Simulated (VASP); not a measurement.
# P in VASP: single point with r2SCAN

Aim: the single point of P with r2SCAN.

Program: VASP 6.6.1. These are calculated values, not measurements. Logs are shortened: lines on timing, memory, paths and dates and some standing lists are left out, and cuts for length are marked.

## (1) The cell of the first run

The cell holds a slab with vacuum, 4 atoms: a = 4.627 Å, b = 3.292 Å, c = 27.820 Å, α = 90.00°, β = 90.00°, γ = 90.00°.

## (2) Single point, r2SCAN

POSCAR reads:

```
P
1.0
    4.6274948433      0.0000000000      0.0000000000
    0.0000000000      3.2918638654      0.0000000000
    0.0000000000      0.0000000000     27.8195791164
P
4
Direct
    0.0912379111      0.0000000000      0.3789328437
    0.4087620889      0.5000000000      0.3789328437
    0.5912379111      0.5000000000      0.3040393868
    0.9087620889      0.0000000000      0.3040393868
```

INCAR.step1 reads:

```
SYSTEM = P
PREC = Accurate
ENCUT = 520
ISMEAR = 0
SIGMA = 0.01
LREAL = .False.
LASPH = .True.
NELM = 100
LDIPOL = .True.
IDIPOL = 3
DIPOL = 0.5 0.5 0.341
NBANDS = 18
GGA = PE
ALGO = Normal
EDIFF = 1E-4
LWAVE = .True.
LCHARG = .False.
```

INCAR.step2 reads:

```
SYSTEM = P
PREC = Accurate
ENCUT = 520
EDIFF = 1E-6
ISMEAR = 0
SIGMA = 0.01
LREAL = .False.
LASPH = .True.
NELM = 100
ALGO = Normal
ISIF = 2
LWAVE = .False.
LCHARG = .True.
LDIPOL = .True.
IDIPOL = 3
DIPOL = 0.5 0.5 0.341
METAGGA = R2SCAN
LMIXTAU = .True.
LELF = .True.
LVHAR = .True.
LVACPOTAV = .True.
NBANDS = 18
ISTART = 1
```

KPOINTS reads:

```
Automatic mesh
0
Gamma
  6 8 1
  0 0 0
```

Potentials or basis: VASP PAW PBE potentials, release 64 (P).

The run is started by

```console
$ cat potpaw_PBE.64/P/POTCAR > POTCAR
$ cp INCAR.step1 INCAR
$ mpirun -np 1 vasp_std > vasp.out
$ cp INCAR.step2 INCAR
$ mpirun -np 1 vasp_std > vasp.out
```

OUTCAR:

```text
SYSTEM = P
   PREC = Accurate
   ENCUT = 520
   EDIFF = 1E-6
   ISMEAR = 0
   LREAL = .False.
   LASPH = .True.
   NELM = 100
   ISIF = 2
   METAGGA = R2SCAN
   ISTART = 1

 ion  position               nearest neighbor table
   1  0.091  0.000  0.379-   2 2.21   2 2.21   4 2.25
   2  0.409  0.500  0.379-   1 2.21   1 2.21   3 2.25
   3  0.591  0.500  0.304-   4 2.21   4 2.21   2 2.25
   4  0.909  0.000  0.304-   3 2.21   3 2.21   1 2.25

  LATTYP: Found a simple orthorhombic cell.
 ALAT       =     3.2918638654
 B/A-ratio  =     1.4057370027
 C/A-ratio  =     8.4510114190

  Lattice vectors:

 A1 = (   0.0000000000,  -3.2918638654,   0.0000000000)
 A2 = (   4.6274948433,   0.0000000000,   0.0000000000)
 A3 = (   0.0000000000,   0.0000000000,  27.8195791164)

Analysis of symmetry for initial positions (statically):
=====================================================================
 Subroutine PRICEL returns:
 Original cell was already a primitive cell.

 Routine SETGRP: Setting up the symmetry group for a
 simple orthorhombic supercell.

 Subroutine GETGRP returns: Found  8 space group operations
 (whereof  2 operations were pure point group operations)
 out of a pool of  8 trial point group operations.

The static configuration has the point symmetry C_1h.
 The point group associated with its full space group is D_2h.

Analysis of symmetry for dynamics (positions and initial velocities):
=====================================================================
 Subroutine PRICEL returns:
 Original cell was already a primitive cell.

 Routine SETGRP: Setting up the symmetry group for a
 simple orthorhombic supercell.

 Subroutine GETGRP returns: Found  8 space group operations
 (whereof  2 operations were pure point group operations)
 out of a pool of  8 trial point group operations.

The dynamic configuration has the point symmetry C_1h.
 The point group associated with its full space group is D_2h.

 Subroutine INISYM returns: Found  8 space group operations
 (whereof  2 operations are pure point group operations),
 and found     1 'primitive' translations

----------------------------------------------------------------------------------------

                                     Primitive cell

  volume of cell :     423.7780

  direct lattice vectors                    reciprocal lattice vectors
     4.627494843  0.000000000  0.000000000     0.216099647  0.000000000  0.000000000
     0.000000000  3.291863865  0.000000000     0.000000000  0.303779269  0.000000000
     0.000000000  0.000000000 27.819579116     0.000000000  0.000000000  0.035945907

  length of vectors
     4.627494843  3.291863865 27.819579116     0.216099647  0.303779269  0.035945907

  position of ions in fractional coordinates (direct lattice)
     0.091237911  0.000000000  0.378932844
     0.408762089  0.500000000  0.378932844
     0.591237911  0.500000000  0.304039387
     0.908762089  0.000000000  0.304039387

  ion indices of the primitive-cell ions
   primitive index   ion index
                 1           1
                 2           2
                 3           3
                 4           4

----------------------------------------------------------------------------------------

 KPOINTS: Automatic mesh

Automatic generation of k-mesh.
 Grid dimensions read from file:
 generate k-points for:    6    8    1

 Generating k-lattice:

  Cartesian coordinates                     Fractional coordinates (reciprocal lattice)
     0.036016608  0.000000000  0.000000000     0.166666667  0.000000000  0.000000000
     0.000000000  0.037972409  0.000000000     0.000000000  0.125000000  0.000000000
     0.000000000  0.000000000  0.035945907     0.000000000  0.000000000  1.000000000

  Length of vectors
     0.036016608  0.037972409  0.035945907

  Shift w.r.t. Gamma in fractional coordinates (k-lattice)
     0.000000000  0.000000000  0.000000000

 Subroutine IBZKPT returns following result:
 ===========================================

 Found     20 irreducible k-points:

 Following reciprocal coordinates:
            Coordinates               Weight
  0.000000  0.000000  0.000000      1.000000
  0.166667  0.000000  0.000000      2.000000
  0.333333  0.000000  0.000000      2.000000
  0.500000  0.000000  0.000000      1.000000
  0.000000  0.125000  0.000000      2.000000
  0.166667  0.125000  0.000000      4.000000
[... 12 lines left out ...]
  0.333333  0.500000  0.000000      2.000000
  0.500000  0.500000  0.000000      1.000000
   k-points           NKPTS =     20   k-points in BZ     NKDIM =     20   number of bands    NBANDS=     18
   number of dos      NEDOS =    301   number of ions     NIONS =      4
   total plane-waves  NPLWV = 181440
   dimension x,y,z NGX =    36 NGY =   24 NGZ =  210
   dimension x,y,z NGXF=    72 NGYF=   48 NGZF=  420
   ions per type =               4
   NGX,Y,Z   is equivalent  to a cutoff of  12.93, 12.12, 12.55 a.u.
   NGXF,Y,Z  is equivalent  to a cutoff of  25.87, 24.24, 25.10 a.u.
 SYSTEM =  P
   PREC   = accura    normal or accurate (medium, high low for compatibility)
   ISTART =      1    job   : 0-new  1-cont  2-samecut
   ICHARG =      0    charge: 1-file 2-atom 10-const
   ISPIN  =      1    spin polarized calculation?
   LNONCOLLINEAR =      F non collinear calculations
   LSORBIT =      F    spin-orbit coupling
   LASPH  =      T    aspherical Exc in radial PAW
   ENCUT  =  520.0 eV  38.22 Ry    6.18 a.u.   8.60  6.12 51.73*2*pi/ulx,y,z
   NELM   =    100;   NELMIN=  2; NELMDL=  0     # of ELM steps
   EDIFF  = 0.1E-05   stopping-criterion for ELM
   LREAL  =      F    real-space projection
   EDIFFG = 0.1E-04   stopping-criterion for IOM
   NSW    =      0    number of steps for IOM
   IBRION =     -1    ionic relax: 0-MD 1-quasi-New 2-CG
   NFREE  =      0    steps in history (QN), initial steepest desc. (CG)
   ISIF   =      2    stress and relaxation
   ISYM   =      2    0-nonsym 1-usesym 2-fastsym
   POTIM  = 0.5000    time-step for ionic-motion
   TEBEG  =    0.0;   TEEND  =   0.0 temperature during run
   PSTRESS=    0.0 pullay stress
   NELECT =      20.0000    total number of electrons
   NUPDOWN=      -1.0000    fix difference up-down
   EMIN   =  10.00;   EMAX   =-10.00  energy-range for DOS
   EFERMI =   0.00;   METHOD = LEGACY
   ISMEAR =     0;   SIGMA  =   0.01  broadening in eV -4-tet -1-fermi 0-gaus
   EFERMI_NEDOS =   21; number of points for ismear=-14 and -15
   IALGO  =     38    algorithm
   IMIX   =      4    mixing-type and parameters
     AMIX     =   0.40;   BMIX     =  1.00
     AMIX_MAG =   1.60;   BMIX_MAG =  1.00
  volume/ion in A,a.u.               =     105.94       714.95
  Fermi-wavevector in a.u.,A,eV,Ry     =   0.591614  1.117989  4.762142  0.350008
  Thomas-Fermi vector in A             =   1.640111
   LORBIT       =      0    0 simple, 1 ext, 2 COOP (PROOUT), +10 PAW based schemes
   METAGGA = R2SCAN    functional components
   LHFCALC =     F    Hartree Fock is set to
   AEXX    =    0.0000 exact exchange contribution
   IVDW    =     0    specifies the selected vdW correction
   LEPSILON=     F    determine dielectric tensor
   LRPA    =     F    only Hartree local field effects (RPA)
 non-spin polarized calculation
 Gauss-broadening in eV      SIGMA  =   0.01
  energy-cutoff  :      520.00
  volume of cell :      423.78
 maximum number of plane-waves:     11464
 NGX is ok and might be reduce to    36
   NGX = 17   NGY = 13   NGZ =103

 dipolmoment           0.000000      0.000000      0.000001 electrons x Angstroem

 number of electron      20.0000000 magnetization

 dipolmoment           0.000000      0.000000     -0.000000 electrons x Angstroem

 Free energy of the ion-electron system (eV)
  ---------------------------------------------------
  ext. energy  EPLUGINS =         0.00000000
  ---------------------------------------------------
  free energy    TOTEN  =       -35.78867991 eV

  energy without entropy =      -35.78867991  energy(sigma->0) =      -35.78867991

 E-fermi :  -3.1041     XC(G=0):  -2.1633

 val. band max:       -3.2168544081   @ k =   0.0000   0.0000   0.0000
 cond. band min:      -2.0985588559   @ k =   0.0000   0.0000   0.0000
 fundamental gap:      1.1182955522
 Fermi energy:        -3.1041179837

 k-point     1 :       0.0000    0.0000    0.0000
  band No.  band energies     occupation
      1     -19.0471      2.00000
      2     -16.4385      2.00000
      3     -12.8927      2.00000
      4      -9.2401      2.00000
      5      -8.0162      2.00000
      6      -7.9424      2.00000
[... 10 lines left out ...]
     17       2.2145      0.00000
     18       2.4472      0.00000

 k-point     2 :       0.1667    0.0000    0.0000
  band No.  band energies     occupation
      1     -18.9084      2.00000
      2     -16.6479      2.00000
      3     -12.8849      2.00000
      4      -9.9207      2.00000
      5      -7.6713      2.00000
      6      -7.3894      2.00000
[... 10 lines left out ...]
     17       2.4029      0.00000
     18       2.5541      0.00000

 k-point     3 :       0.3333    0.0000    0.0000
  band No.  band energies     occupation
      1     -18.5077      2.00000
      2     -17.2074      2.00000
      3     -12.6418      2.00000
      4     -11.0332      2.00000
      5      -7.0712      2.00000
      6      -6.4609      2.00000
[... 10 lines left out ...]
     17       2.6307      0.00000
     18       2.8050      0.00000

 k-point     4 :       0.5000    0.0000    0.0000
  band No.  band energies     occupation
      1     -17.8997      2.00000
      2     -17.8997      2.00000
      3     -12.0019      2.00000
      4     -12.0019      2.00000
      5      -6.2568      2.00000
      6      -6.2568      2.00000
[... 291 lines left out ...]
      4     -13.2880      2.00000
      5      -8.6285      2.00000
      6      -8.6285      2.00000
[... 10 lines left out ...]
     17       3.7298      0.00000
     18       3.7298      0.00000

 k-point    19 :       0.3333    0.5000    0.0000
  band No.  band energies     occupation
      1     -15.8125      2.00000
      2     -15.8125      2.00000
      3     -13.4920      2.00000
      4     -13.4920      2.00000
      5      -8.6501      2.00000
      6      -8.6501      2.00000
[... 10 lines left out ...]
     17       3.5695      0.00000
     18       3.5695      0.00000

 k-point    20 :       0.5000    0.5000    0.0000
  band No.  band energies     occupation
      1     -15.7077      2.00000
      2     -15.7077      2.00000
      3     -13.6173      2.00000
      4     -13.6173      2.00000
      5      -8.4840      2.00000
      6      -8.4840      2.00000
[... 10 lines left out ...]
     17       3.7271      0.00000
     18       3.7271      0.00000

------------------------ aborting loop because EDIFF is reached ----------------------------------------

 vacuum level on the upper side and lower side of the slab       (xc-potential included)        -0.030        -0.029

  FORCE on cell =-STRESS in cart. coord.  units (eV):
  Direction    XX          YY          ZZ          XY          YZ          ZX
  --------------------------------------------------------------------------------------
  -------------------------------------------------------------------------------------
  Total       -0.3279599     -0.3598273     -0.2606823      0.0000000      0.0000000      0.0000000
  in kB       -1.2399180     -1.3603992     -0.9855616      0.0000000      0.0000000      0.0000000
  external PRESSURE =      -1.1952929 kB  Pullay stress =       0.0000000 kB

 VOLUME and BASIS-vectors are now :
 -----------------------------------------------------------------------------
  energy-cutoff  :      520.00
  volume of cell :      423.78
      direct lattice vectors                 reciprocal lattice vectors
     4.627494843  0.000000000  0.000000000     0.216099647  0.000000000  0.000000000
     0.000000000  3.291863865  0.000000000     0.000000000  0.303779269  0.000000000
     0.000000000  0.000000000 27.819579116     0.000000000  0.000000000  0.035945907

 POSITION                                       TOTAL-FORCE (eV/Angst)
 -----------------------------------------------------------------------------------
      0.42220      0.00000     10.54175         0.078734     -0.000000     -0.058192
      1.89154      1.64593     10.54175        -0.078734     -0.000000     -0.058192
      2.73595      1.64593      8.45825         0.078734      0.000000      0.058192
      4.20529      0.00000      8.45825        -0.078734      0.000000      0.058192
 -----------------------------------------------------------------------------------
    total drift:                               -0.000000      0.000000      0.000005

  FREE ENERGIE OF THE ION-ELECTRON SYSTEM (eV)
  ---------------------------------------------------
  free  energy   TOTEN  =       -35.7886799129 eV

  energy  without entropy=      -35.7886799129  energy(sigma->0) =      -35.78867991

 vacuum level on the upper side and lower side of the slab         2.004         2.004
```

Wall time 24 min (1 thread of Intel Xeon 8259CL, shared host); peak memory 0.53 GiB.

Results:

```yaml
Free_energy: -35.7887 eV
Largest_force: 0.098 eV/Å
Band_gap_on_the_k_mesh: 1.12 eV
Ionisation_potential_of_the_upper_face: 5.22 eV
```

Forces in eV/Å, atoms in the order of the input:
```
P    0.079  0.000 -0.058
P   -0.079  0.000 -0.058
P    0.079  0.000  0.058
P   -0.079  0.000  0.058
```

Caveat: the PAW data sets were made with another functional, which shifts forces and pressure a little.
